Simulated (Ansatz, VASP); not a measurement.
**Two plane-wave programs on SrO**

The input INCAR:

```
SYSTEM = SrO
PREC = Accurate
ENCUT = 600
EDIFF = 1E-6
ISMEAR = 0
SIGMA = 0.1
LREAL = .False.
LASPH = .True.
NELM = 120
ALGO = Normal
ISIF = 2
LWAVE = .False.
LCHARG = .True.
GGA = PE
LELF = .True.
LVHAR = .True.
NBANDS = 15
GGA_COMPAT = .False.
```

KPOINTS

```
regular mesh
0
Gamma
  4 4 4
  0 0 0
```

Contents of POSCAR:

```
SrO
1.0
    0.0000000000      2.5837846888      2.5837846888
    2.5837846888      0.0000000000      2.5837846888
    2.5837846888      2.5837846888      0.0000000000
Sr O
1 1
Direct
    0.5000000000      0.5000000000      0.5000000000
    0.0000000000      0.0000000000      0.0000000000
```

Input for Ansatz:

```yaml
crystal:
  lattice:
    - [0.0, 2.5837846888, 2.5837846888]
    - [2.5837846888, 0.0, 2.5837846888]
    - [2.5837846888, 2.5837846888, 0.0]
  atoms:
    - { symbol: Sr, position: [0.5, 0.5, 0.5] }
    - { symbol: O, position: [0.0, 0.0, 0.0] }
basis:
  ecutwfc: "37 Ry"
kpoints:
  mp_grid: { grid: [4, 4, 4] }
hamiltonian:
  xc: pbe
scf:
  occupations: { method: gaussian, width: 0.1 }
  mixing: { algorithm: anderson, ndim: 3 }
  initial_density: { chi_scale: 0, normalization: atom }
  max_iter: 97
output:
  forces: true
  stress: true
  eigenvalues: true
```

Alike in both runs: task single point; functional PBE; k mesh 4 × 4 × 4; occupations gaussian, width 0.1 eV; no spin polarisation.

```csv
,VASP,Ansatz
version,VASP 6.6.1,Ansatz 0.2.0
potentials or method,"VASP PAW PBE potentials, release 64 (Sr_sv, O), cutoff 600 eV","scalar-relativistic, plane waves, PAW"
valence electrons in the cell,16,16
```

```tsv
	VASP	Ansatz	Ansatz less VASP
gap on the k mesh at the Fermi level (eV)	3.27	3.31	+0.046
least direct gap on the mesh (eV)	3.37	3.40	+0.036
pressure (GPa)	1.9	1.4	-0.46
```

The k mesh is coarse, so the values compare programs but aren't converged.
